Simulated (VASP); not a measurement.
# SnO in VASP: single point with PBE+D3(BJ)

Aim: the single point of SnO with PBE+D3(BJ).

Everything below comes from runs of VASP 6.6.1. Logs are shortened: lines on timing, memory, paths and dates and some standing lists are left out, and cuts for length are marked.

**1. The cell of the first run**

The cell holds a slab with vacuum, 8 atoms: a = 3.821 Å, b = 3.821 Å, c = 42.056 Å, α = 90.00°, β = 90.00°, γ = 90.00°.

**2. Single point, PBE+D3(BJ)**

The input, INCAR:

```
SYSTEM = SnO
ALGO = Normal
DIPOL = 0.5 0.5 0.500
EDIFF = 1E-7
ENCUT = 520
GGA = PE
IDIPOL = 3
ISIF = 2
ISMEAR = 0
IVDW = 12
LASPH = .TRUE.
LCHARG = .FALSE.
LDIPOL = .TRUE.
LREAL = .FALSE.
LWAVE = .FALSE.
NBANDS = 50
NELM = 80
PREC = Accurate
SIGMA = 0.02
```

The input, KPOINTS:

```
k-points
0
G
  6 6 1
  0 0 0
```

The input, POSCAR:

```
SnO
1.0
    3.8205592230     -0.0000144658      0.0000000000
    0.0000144658      3.8205592230      0.0000000000
    0.0000000000      0.0000000000     42.0562108187
Sn O
4 4
Direct
    0.7499972411      0.2500027589      0.3906386342
    0.2499972411      0.7500027589      0.4468247077
    0.2499972411      0.7500027589      0.5531752905
    0.7499972411      0.2500027589      0.6093613687
    0.2499972411      0.2500027589      0.4187305907
    0.7499972411      0.7500027589      0.4187305907
    0.7499972411      0.7500027589      0.5812694088
    0.2499972411      0.2500027589      0.5812694088
```

Potentials or basis: VASP PAW PBE potentials, release 64 (Sn_d, O).

Run with:

```console
cat potpaw_PBE.64/Sn_d/POTCAR potpaw_PBE.64/O/POTCAR > POTCAR
mpirun -np 1 vasp_std > vasp.out
```

OUTCAR:

```text
SYSTEM = SnO
   EDIFF = 1E-7
   ENCUT = 520
   GGA = PE
   ISIF = 2
   ISMEAR = 0
   IVDW = 12
   LASPH = .TRUE.
   LREAL = .FALSE.
   NELM = 80
   PREC = Accurate
 IVDW          = 12

 ion  position               nearest neighbor table
   1  0.750  0.250  0.391-   5 2.25   6 2.25   6 2.25   5 2.25   2 3.59   2 3.59   2 3.59   2 3.59

   2  0.250  0.750  0.447-   5 2.25   6 2.25   5 2.25   6 2.25   1 3.59   1 3.59   1 3.59   1 3.59

   3  0.250  0.750  0.553-   7 2.25   8 2.25   8 2.25   7 2.25   4 3.59   4 3.59   4 3.59   4 3.59

   4  0.750  0.250  0.609-   7 2.25   8 2.25   7 2.25   8 2.25   3 3.59   3 3.59   3 3.59   3 3.59

   5  0.250  0.250  0.419-   1 2.25   1 2.25   2 2.25   2 2.25
   6  0.750  0.750  0.419-   1 2.25   1 2.25   2 2.25   2 2.25
   7  0.750  0.750  0.581-   4 2.25   4 2.25   3 2.25   3 2.25
   8  0.250  0.250  0.581-   4 2.25   4 2.25   3 2.25   3 2.25

  LATTYP: Found a simple tetragonal cell.
 ALAT       =     3.8205592230
 C/A-ratio  =    11.0078677920

  Lattice vectors:

 A1 = (   3.8205592230,  -0.0000144658,   0.0000000000)
 A2 = (   0.0000144658,   3.8205592230,   0.0000000000)
 A3 = (   0.0000000000,   0.0000000000,  42.0562108187)

Analysis of symmetry for initial positions (statically):
=====================================================================
 Subroutine PRICEL returns:
 Original cell was already a primitive cell.

 Routine SETGRP: Setting up the symmetry group for a
 simple tetragonal supercell.

 Subroutine GETGRP returns: Found 16 space group operations
 (whereof  4 operations were pure point group operations)
 out of a pool of 16 trial point group operations.

The static configuration has the point symmetry C_2v.
 The point group associated with its full space group is D_4h.

Analysis of symmetry for dynamics (positions and initial velocities):
=====================================================================
 Subroutine PRICEL returns:
 Original cell was already a primitive cell.

 Routine SETGRP: Setting up the symmetry group for a
 simple tetragonal supercell.

 Subroutine GETGRP returns: Found 16 space group operations
 (whereof  4 operations were pure point group operations)
 out of a pool of 16 trial point group operations.

The dynamic configuration has the point symmetry C_2v.
 The point group associated with its full space group is D_4h.

 Subroutine INISYM returns: Found 16 space group operations
 (whereof  4 operations are pure point group operations),
 and found     1 'primitive' translations

----------------------------------------------------------------------------------------

                                     Primitive cell

  volume of cell :     613.8807

  direct lattice vectors                    reciprocal lattice vectors
     3.820559223 -0.000014466  0.000000000     0.261741787 -0.000000991  0.000000000
     0.000014466  3.820559223  0.000000000     0.000000991  0.261741787  0.000000000
     0.000000000  0.000000000 42.056210819     0.000000000  0.000000000  0.023777701

  length of vectors
     3.820559223  3.820559223 42.056210819     0.261741787  0.261741787  0.023777701

  position of ions in fractional coordinates (direct lattice)
     0.749997241  0.250002759  0.390638634
     0.249997241  0.750002759  0.446824708
     0.249997241  0.750002759  0.553175291
     0.749997241  0.250002759  0.609361369
     0.249997241  0.250002759  0.418730591
     0.749997241  0.750002759  0.418730591
     0.749997241  0.750002759  0.581269409
     0.249997241  0.250002759  0.581269409

  ion indices of the primitive-cell ions
   primitive index   ion index
                 1           1
                 2           2
                 3           3
                 4           4
                 5           5
                 6           6
                 7           7
                 8           8

----------------------------------------------------------------------------------------

 KPOINTS: k-points

Automatic generation of k-mesh.
 Grid dimensions read from file:
 generate k-points for:    6    6    1

 Generating k-lattice:

  Cartesian coordinates                     Fractional coordinates (reciprocal lattice)
     0.043623631 -0.000000165  0.000000000     0.166666667 -0.000000000  0.000000000
     0.000000165  0.043623631  0.000000000     0.000000000  0.166666667  0.000000000
     0.000000000  0.000000000  0.023777701     0.000000000  0.000000000  1.000000000

  Length of vectors
     0.043623631  0.043623631  0.023777701

  Shift w.r.t. Gamma in fractional coordinates (k-lattice)
     0.000000000  0.000000000  0.000000000

 Subroutine IBZKPT returns following result:
 ===========================================

 Found     10 irreducible k-points:

 Following reciprocal coordinates:
            Coordinates               Weight
  0.000000  0.000000  0.000000      1.000000
  0.166667 -0.000000  0.000000      4.000000
  0.333333 -0.000000  0.000000      4.000000
  0.500000 -0.000000  0.000000      2.000000
  0.166667  0.166667  0.000000      4.000000
  0.333333  0.166667  0.000000      8.000000
  0.500000  0.166667  0.000000      4.000000
  0.333333  0.333333  0.000000      4.000000
  0.500000  0.333333  0.000000      4.000000
  0.500000  0.500000  0.000000      1.000000
   k-points           NKPTS =     10   k-points in BZ     NKDIM =     10   number of bands    NBANDS=     50
   number of dos      NEDOS =    301   number of ions     NIONS =      8
   total plane-waves  NPLWV = 250880
   dimension x,y,z NGX =    28 NGY =   28 NGZ =  320
   dimension x,y,z NGXF=    56 NGYF=   56 NGZF=  640
   ions per type =               4   4
   NGX,Y,Z   is equivalent  to a cutoff of  12.18, 12.18, 12.65 a.u.
   NGXF,Y,Z  is equivalent  to a cutoff of  24.37, 24.37, 25.30 a.u.
 SYSTEM =  SnO
   PREC   = accura    normal or accurate (medium, high low for compatibility)
   ISTART =      0    job   : 0-new  1-cont  2-samecut
   ICHARG =      2    charge: 1-file 2-atom 10-const
   ISPIN  =      1    spin polarized calculation?
   LNONCOLLINEAR =      F non collinear calculations
   LSORBIT =      F    spin-orbit coupling
   LASPH  =      T    aspherical Exc in radial PAW
   ENCUT  =  520.0 eV  38.22 Ry    6.18 a.u.   7.10  7.10 78.20*2*pi/ulx,y,z
   NELM   =     80;   NELMIN=  2; NELMDL= -5     # of ELM steps
   EDIFF  = 0.1E-06   stopping-criterion for ELM
   LREAL  =      F    real-space projection
   EDIFFG = 0.1E-05   stopping-criterion for IOM
   NSW    =      0    number of steps for IOM
   IBRION =     -1    ionic relax: 0-MD 1-quasi-New 2-CG
   NFREE  =      0    steps in history (QN), initial steepest desc. (CG)
   ISIF   =      2    stress and relaxation
   ISYM   =      2    0-nonsym 1-usesym 2-fastsym
   POTIM  = 0.5000    time-step for ionic-motion
   TEBEG  =    0.0;   TEEND  =   0.0 temperature during run
   PSTRESS=    0.0 pullay stress
   NELECT =      80.0000    total number of electrons
   NUPDOWN=      -1.0000    fix difference up-down
   EMIN   =  10.00;   EMAX   =-10.00  energy-range for DOS
   EFERMI =   0.00;   METHOD = LEGACY
   ISMEAR =     0;   SIGMA  =   0.02  broadening in eV -4-tet -1-fermi 0-gaus
   EFERMI_NEDOS =   21; number of points for ismear=-14 and -15
   IALGO  =     38    algorithm
   IMIX   =      4    mixing-type and parameters
     AMIX     =   0.40;   BMIX     =  1.00
     AMIX_MAG =   1.60;   BMIX_MAG =  1.00
  volume/ion in A,a.u.               =      76.74       517.83
  Fermi-wavevector in a.u.,A,eV,Ry     =   0.829998  1.568468  9.372999  0.688896
  Thomas-Fermi vector in A             =   1.942640
   LORBIT       =      0    0 simple, 1 ext, 2 COOP (PROOUT), +10 PAW based schemes
   GGA     = PE    functional components
   LHFCALC =     F    Hartree Fock is set to
   AEXX    =    0.0000 exact exchange contribution
   IVDW    =    12    specifies the selected vdW correction
   LEPSILON=     F    determine dielectric tensor
   LRPA    =     F    only Hartree local field effects (RPA)
 non-spin polarized calculation
 Gauss-broadening in eV      SIGMA  =   0.02
  energy-cutoff  :      520.00
  volume of cell :      613.88
 maximum number of plane-waves:     16576
   NGX = 15   NGY = 15   NGZ =157

 number of electron      79.9999973 magnetization

 dipolmoment           0.000000      0.000000      0.000002 electrons x Angstroem

 Free energy of the ion-electron system (eV)
  ---------------------------------------------------
  ext. energy  EPLUGINS =         0.00000000
  ---------------------------------------------------
  free energy    TOTEN  =       -45.14354305 eV

  energy without entropy =      -45.14354305  energy(sigma->0) =      -45.14354305

 E-fermi :  -2.4772     XC(G=0):  -2.8395

 val. band max:       -2.5713133327   @ k =   0.1667   0.1667   0.0000
 cond. band min:      -0.0704407767   @ k =   0.5000  -0.0000   0.0000
 fundamental gap:      2.5008725560
 Fermi energy:        -2.4771616370

 k-point     1 :       0.0000    0.0000    0.0000
  band No.  band energies     occupation
      1     -23.3730      2.00000
      2     -23.3729      2.00000
      3     -23.0126      2.00000
      4     -23.0125      2.00000
      5     -22.9752      2.00000
      6     -22.9752      2.00000
[... 42 lines left out ...]
     49       2.7468      0.00000
     50       2.8845      0.00000

 k-point     2 :       0.1667   -0.0000    0.0000
  band No.  band energies     occupation
      1     -23.3609      2.00000
      2     -23.3609      2.00000
      3     -23.0200      2.00000
      4     -23.0198      2.00000
      5     -22.9775      2.00000
      6     -22.9773      2.00000
[... 416 lines left out ...]
 k-point    10 :       0.5000    0.5000    0.0000
  band No.  band energies     occupation
      1     -23.3131      2.00000
      2     -23.3131      2.00000
      3     -23.3128      2.00000
      4     -23.3128      2.00000
      5     -22.9805      2.00000
      6     -22.9804      2.00000
[... 42 lines left out ...]
     49       3.3026      0.00000
     50       3.5946      0.00000

------------------------ aborting loop because EDIFF is reached ----------------------------------------

 vacuum level on the upper side and lower side of the slab       (xc-potential included)        -0.006        -0.006

 Edisp (eV)   -1.21208

 E8    (eV) :    -0.5369

  FORCE on cell =-STRESS in cart. coord.  units (eV):
  Direction    XX          YY          ZZ          XY          YZ          ZX
  --------------------------------------------------------------------------------------
  -------------------------------------------------------------------------------------
  Total       0.18592     0.18592     0.26430     0.00000     0.00000     0.00000
  in kB       0.48524     0.48524     0.68980     0.00000     0.00000     0.00000
  external pressure =        0.55 kB  Pullay stress =        0.00 kB

 VOLUME and BASIS-vectors are now :
 -----------------------------------------------------------------------------
  energy-cutoff  :      520.00
  volume of cell :      613.88
      direct lattice vectors                 reciprocal lattice vectors
     3.820559223 -0.000014466  0.000000000     0.261741787 -0.000000991  0.000000000
     0.000014466  3.820559223  0.000000000     0.000000991  0.261741787  0.000000000
     0.000000000  0.000000000 42.056210819     0.000000000  0.000000000  0.023777701

 POSITION                                       TOTAL-FORCE (eV/Angst)
 -----------------------------------------------------------------------------------
      2.86541      0.95514     16.42878        -0.000000     -0.000000     -0.085434
      0.95514      2.86543     18.79175         0.000000      0.000000      0.085211
      0.95514      2.86543     23.26446         0.000000      0.000000     -0.085211
      2.86541      0.95514     25.62743        -0.000000      0.000000      0.085434
      0.95513      0.95515     17.61022        -0.000000     -0.000000      0.000096
      2.86542      2.86542     17.61022         0.000000     -0.000000      0.000096
      2.86542      2.86542     24.44599        -0.000000      0.000000     -0.000096
      0.95513      0.95515     24.44599         0.000000     -0.000000     -0.000096
 -----------------------------------------------------------------------------------
    total drift:                               -0.000000      0.000000      0.000578

  FREE ENERGIE OF THE ION-ELECTRON SYSTEM (eV)
  ---------------------------------------------------
  free  energy   TOTEN  =       -46.3556213413 eV

  energy  without entropy=      -46.3556213413  energy(sigma->0) =      -46.35562134

 vacuum level on the upper side and lower side of the slab         2.604         2.604
```

Run time: 13 min. Hardware: 1 thread of Intel Xeon Platinum 8259CL at 2.50GHz (Skylake/Cascade Lake), shared host; peak memory 0.65 GiB.

Results:

```
Free energy                : -46.3556 eV
Largest force              : 0.085 eV/Å
Band gap on the k mesh     : 2.50 eV (least direct gap 2.61 eV)
Dispersion energy per atom : -0.152 eV
```

Forces on the atoms (eV/Å):
```
Sn   0.000  0.000 -0.085
Sn   0.000  0.000  0.085
Sn   0.000  0.000 -0.085
Sn   0.000  0.000  0.085
O    0.000  0.000  0.000
O    0.000  0.000  0.000
O    0.000  0.000  0.000
O    0.000  0.000  0.000
```

Levels at points of the mesh, in eV from the valence-band top:
```
           k point  band 36  band 37  band 38  band 39  band 40  band 41  band 42  band 43  band 44  band 45
(0.00, 0.00, 0.00)    -1.89    -1.89    -1.89    -0.51    -0.03     2.57     2.92     2.92     3.70     5.04
(0.50, 0.00, 0.00)    -3.52    -1.08    -0.75    -0.74    -0.44     2.50     2.98     3.01     3.50     5.22
(0.50, 0.50, 0.00)    -1.25    -1.18    -0.88    -0.88    -0.64     2.72     2.72     3.02     3.02     4.75
```

Caveat: spin-orbit coupling is left out, which moves the levels of the heavy elements.
